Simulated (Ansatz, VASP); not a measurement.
# AlGa3N4 in VASP and in Ansatz

File INCAR:

```
SYSTEM = AlGa3N4
PREC = Accurate ; ENCUT = 520
EDIFF = 1E-7 ; ISMEAR = 0
SIGMA = 0.05 ; LREAL = .False.
LASPH = .True. ; NELM = 100
ALGO = Normal ; ISIF = 2
LWAVE = .False. ; LCHARG = .False.
NBANDS = 41
```

Contents of KPOINTS:

```
Automatic mesh
0
Gamma
  6 6 6
  0 0 0
```

POSCAR

```
AlGa3N4
1.0
    4.6554624692     -0.1390405887     -0.1390405887
   -0.1390405887      4.6554624692     -0.1390405887
   -0.1390405887     -0.1390405887      4.6554624692
Al Ga N
1 3 4
Direct
    0.0000000000      0.0000000000      0.0000000000
    0.5000000000      0.5000000000      0.0000000000
    0.5000000000      0.0000000000      0.5000000000
    0.0000000000      0.5000000000      0.5000000000
    0.7548078379      0.7548078379      0.2451921621
    0.7548078379      0.2451921621      0.7548078379
    0.2451921621      0.7548078379      0.7548078379
    0.2451921621      0.2451921621      0.2451921621
```

Input for Ansatz:

```yaml
crystal:
  lattice:
    - [4.6554624692, -0.1390405887, -0.1390405887]
    - [-0.1390405887, 4.6554624692, -0.1390405887]
    - [-0.1390405887, -0.1390405887, 4.6554624692]
  atoms:
    - { symbol: Al, position: [0.0, 0.0, 0.0] }
    - { symbol: Ga, position: [0.5, 0.5, 0.0] }
    - { symbol: Ga, position: [0.5, 0.0, 0.5] }
    - { symbol: Ga, position: [0.0, 0.5, 0.5] }
    - { symbol: "N", position: [0.7548078379, 0.7548078379, 0.2451921621] }
    - { symbol: "N", position: [0.7548078379, 0.2451921621, 0.7548078379] }
    - { symbol: "N", position: [0.2451921621, 0.7548078379, 0.7548078379] }
    - { symbol: "N", position: [0.2451921621, 0.2451921621, 0.2451921621] }
basis:
  ecutwfc: 520.0
kpoints:
  mp_grid: { grid: [6, 6, 6] }
hamiltonian:
  xc: lda
  pseudopotentials: { kind: paw, azcp: { folder: soft_1 } }
scf:
  occupations: { method: gaussian, width: 0.05 }
output:
  forces: true
  stress: true
  eigenvalues: true
```

Alike in both runs: task single point; functional LDA; k mesh 6 × 6 × 6; occupations gaussian, width 0.05 eV; no spin polarisation.

|  | VASP | Ansatz |
| --- | --- | --- |
| version | VASP 6.6.1 | Ansatz 0.2.0 |
| potentials or method | VASP PAW LDA potentials, release 64 (Al, Ga_d, N), cutoff 520 eV | scalar-relativistic, plane waves, PAW |
| valence electrons in the cell | 62 | 62 |

|  | VASP | Ansatz | Ansatz less VASP |
| --- | --- | --- | --- |
| gap on the k mesh at the Fermi level (eV) | 1.27 | 1.27 | -0.004 |
| least direct gap on the mesh (eV) | 1.27 | 1.27 | -0.004 |
| pressure (GPa) | -19.6 | -20.2 | -0.59 |
| traceless stress, the component that is largest in VASP (GPa) | 8.87 | 8.71 | -0.155 |
| rms of the force components (eV/Å) | 0.341 | 0.321 | -0.0198 |

Ansatz warns that its potentials were made for another functional, while VASP's fit it. LDA's correlation is that of Perdew and Zunger in VASP and of Perdew and Wang (1992) in Ansatz. Atom by atom the forces differ by 0.022 eV/Å (rms over components).
